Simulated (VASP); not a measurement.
Write the native input for VASP 6.6.1 that does the following.

```yaml
Task: single point
Functional: PBE
Potentials_or_basis: VASP PAW PBE potentials, release 64 (Ba_sv, S)
Cutoff: 520 eV
k_mesh: 12 × 12 × 12
Occupations: methfessel-paxton, width 0.1 eV
Spin: non-collinear spin, zero start, spin-orbit coupling
Starting_moments: "[[0.0, 0.0, 0.0], [0.0, 0.0, 0.0]] μB"
Dipole_correction: no
Further_INCAR_settings: ALGO = Normal; EDIFF = 1e-06; NBANDS = 28
```

The structure of BaS lies in POSCAR:

```
BaS
1.0
    0.0000000000      3.1937500000      3.1937500000
    3.1937500000      0.0000000000      3.1937500000
    3.1937500000      3.1937500000      0.0000000000
Ba S
1 1
Direct
    0.0000000000      0.0000000000      0.0000000000
    0.5000000000      0.5000000000      0.5000000000
```

The input as run:

INCAR

```
  PREC = Accurate
  ENCUT = 520
  EDIFF = 1E-6
  ISMEAR = 1
  SIGMA = 0.1
  LREAL = F
  LASPH = T
  NELM = 150
  ALGO = Normal
  ISIF = 2
  LWAVE = F
  LCHARG = F
  LNONCOLLINEAR = T
  MAGMOM = 0 0 0 0 0 0
  LORBIT = 11
  LSORBIT = T
  GGA_COMPAT = F
  LORBMOM = T
  GGA = PE
  NBANDS = 28
```

KPOINTS

```
Automatic mesh
0
Gamma
  12 12 12
```

Potentials or basis: VASP PAW PBE potentials, release 64 (Ba_sv, S).

Run with:

```sh
$ cat potpaw_PBE.64/Ba_sv/POTCAR potpaw_PBE.64/S/POTCAR > POTCAR
$ mpirun -np 1 vasp_ncl > vasp.out
```

Results of the run:

```
Pressure                                              : 1.4 GPa
Net moment                                            : 0.00 μB per cell
Valence electrons inside the program's atomic spheres : Ba 7.91; S 3.75
```

Run time: 8.1 min on 1 thread of Intel Xeon 8259CL (shared host), peak memory 0.49 GiB.
